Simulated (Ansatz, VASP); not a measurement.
MgS: VASP beside Ansatz

```
Mg S
1.0
     0.00000    2.60152    2.60152
     2.45583    0.00000    2.60152
     2.45583    2.60152    0.00000
Mg S
1 1
Direct
  0.00000 0.00000 0.00000
  0.50000 0.50000 0.50000
```

Change from the starting cell: uniaxial_x strain -5.6%.

Alike in both runs: task single point; functional HSE06; k mesh 6 × 6 × 6; no spin polarisation.

|  | VASP | Ansatz |
| --- | --- | --- |
| version | VASP 6.6.1 | Ansatz 0.2.0 |
| potentials or method | VASP PAW PBE potentials, release 64 (Mg, S) | plane waves, PAW |
| plane-wave cutoff (eV) | 520 | 420 |
| occupations | gaussian, width 0.01 eV | fixed |
| valence electrons in the cell | 8 | 16 |

```tsv
	VASP	Ansatz	Ansatz less VASP
gap on the k mesh at the Fermi level (eV)	3.61	3.66	+0.053
pressure (GPa)	5.0	5.4	+0.33
traceless stress, the component that is largest in VASP (GPa)	5.90	5.93	+0.027
```

VASP's potentials hold 8 valence electrons a cell and Ansatz's 16, so a difference there can come from the potentials and not from the codes. Ansatz's warnings: stress exchange threshold loose, stress scf threshold loose.
